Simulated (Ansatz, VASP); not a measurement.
**Rh2O in VASP and in Ansatz**

Contents of INCAR:

```
SYSTEM = Rh2O
PREC = Accurate
ENCUT = 520
EDIFF = 1E-6
ISMEAR = 0
SIGMA = 0.1
LREAL = .False.
LASPH = .True.
NELM = 150
ALGO = Normal
ISIF = 2
LWAVE = .False.
LCHARG = .False.
ISPIN = 2
MAGMOM = 1 1 1 1 0 0
LORBIT = 11
LMAXMIX = 4
GGA = PE
NBANDS = 49
```

File KPOINTS:

```
regular mesh
0
Gamma
  6 6 2
  0 0 0
```

File POSCAR:

```
Rh2O
1.0
    2.6459066317      0.0000000000      0.0000000000
   -1.3229533158      2.2914223591      0.0000000000
    0.0000000000      0.0000000000     10.2914917917
Rh O
4 2
Direct
    0.3333333333      0.6666666667      0.6275000000
    0.6666666667      0.3333333333      0.1275000000
    0.3333333333      0.6666666667      0.8725000000
    0.6666666667      0.3333333333      0.3725000000
    0.3333333333      0.6666666667      0.2500000000
    0.6666666667      0.3333333333      0.7500000000
```

Input for Ansatz:

```yaml
crystal:
  lattice:
    - [2.6459066317, 0.0, 0.0]
    - [-1.3229533158, 2.2914223591, 0.0]
    - [0.0, 0.0, 10.2914917917]
  atoms:
    - { symbol: Rh, position: [0.3333333333, 0.6666666667, 0.6275], spin: 1.0 }
    - { symbol: Rh, position: [0.6666666667, 0.3333333333, 0.1275], spin: 1.0 }
    - { symbol: Rh, position: [0.3333333333, 0.6666666667, 0.8725], spin: 1.0 }
    - { symbol: Rh, position: [0.6666666667, 0.3333333333, 0.3725], spin: 1.0 }
    - { symbol: O, position: [0.3333333333, 0.6666666667, 0.25] }
    - { symbol: O, position: [0.6666666667, 0.3333333333, 0.75] }
basis:
  ecutwfc: 420
kpoints:
  mp_grid: { grid: [6, 6, 2] }
hamiltonian:
  xc: pbe
scf:
  occupations: { method: gaussian, width: 0.1 }
  lower_state_search: "off"
output:
  forces: true
  stress: true
  eigenvalues: true
  populations: true
magnetization:
  spin_polarized: true
```

Alike in both runs: task single point; functional PBE; k mesh 6 × 6 × 2; occupations gaussian, width 0.1 eV; collinear spin.

```csv
,VASP,Ansatz
version,VASP 6.6.1,Ansatz 0.2.0
potentials or method,"VASP PAW PBE potentials, release 64 (Rh_pv, O), cutoff 520 eV","scalar-relativistic, plane waves, PAW"
valence electrons in the cell,72,80
```

Ansatz gave:

- gap on the k mesh at the Fermi level (eV): none
- rms of the force components (eV/Å): 3.305
- net moment per atom (μB): 0.00

Question: Estimate VASP's values.

Answer: gap on the k mesh at the Fermi level (eV): none; rms of the force components (eV/Å): 3.356; net moment per atom (μB): 0.00.

Atom by atom the forces differ by 0.050 eV/Å (rms over components). A gap of «none» marks a metal or a gap that the smearing closes. The functional is the same, so the differences come from potentials, cutoffs and numerics. VASP's potentials hold 72 valence electrons a cell and Ansatz's 80, so a difference there can come from the potentials and not from the codes. Ansatz's warnings: seeded moment not kept.

The k mesh is coarse, so the values compare programs but aren't converged.
